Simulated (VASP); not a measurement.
**Ca: single point with PBE**

Crystal: Ca.

```xyz
1
Lattice="3.2134 0.0000 0.0000 0.0000 3.2134 0.0000 0.0000 0.0000 3.2134" Properties=species:S:1:pos:R:3 pbc="T T T"
Ca    0.0000    0.0000    0.0000
```

This isn't the form of Ca at room conditions, which is fcc.

| Item | Value |
| --- | --- |
| Program | VASP 6.6.1 |
| Task | single point |
| Functional | PBE |
| Potentials or basis | VASP PAW PBE potentials, release 64 (Ca_sv) |
| Cutoff | 520 eV |
| k mesh | 6 × 6 × 6 |
| Occupations | fermi-dirac, width 0.05 eV |
| Spin | no spin polarisation |
| Dipole correction | no |
| Further INCAR settings | ALGO = Normal; EDIFF = 1e-07; NBANDS = 11 |

```json
{
 "Pressure": "5.0 GPa",
 "Band gap on the k mesh": "zero (bands 5 and 6 overlap by 0.90 eV)"
}
```

Levels at points of the mesh, in eV from the Fermi level:
| k point | band 1 | band 2 | band 3 | band 4 | band 5 | band 6 | band 7 | band 8 | band 9 | band 10 |
| --- | --- | --- | --- | --- | --- | --- | --- | --- | --- | --- |
| (0.00, 0.00, 0.00) | -41.70 | -22.48 | -22.48 | -22.48 | -4.09 | 0.85 | 0.85 | 5.11 | 5.11 | 5.11 |
| (0.50, 0.00, 0.00) | -41.64 | -22.96 | -22.43 | -22.43 | -0.92 | -0.20 | 1.50 | 3.44 | 3.44 | 5.26 |
| (0.50, 0.50, 0.00) | -41.59 | -22.89 | -22.89 | -22.39 | -0.75 | 1.34 | 3.43 | 3.43 | 3.84 | 3.84 |
| (0.50, 0.50, 0.50) | -41.54 | -22.82 | -22.82 | -22.82 | 0.59 | 0.59 | 0.59 | 6.13 | 6.13 | 6.29 |

Wall time 8.1 s on 1 thread of AMD EPYC 7R43 64-Core Processor (Zen 3), on a shared host, peak memory 0.1 GiB.

Caveat: the cell stands under pressure.
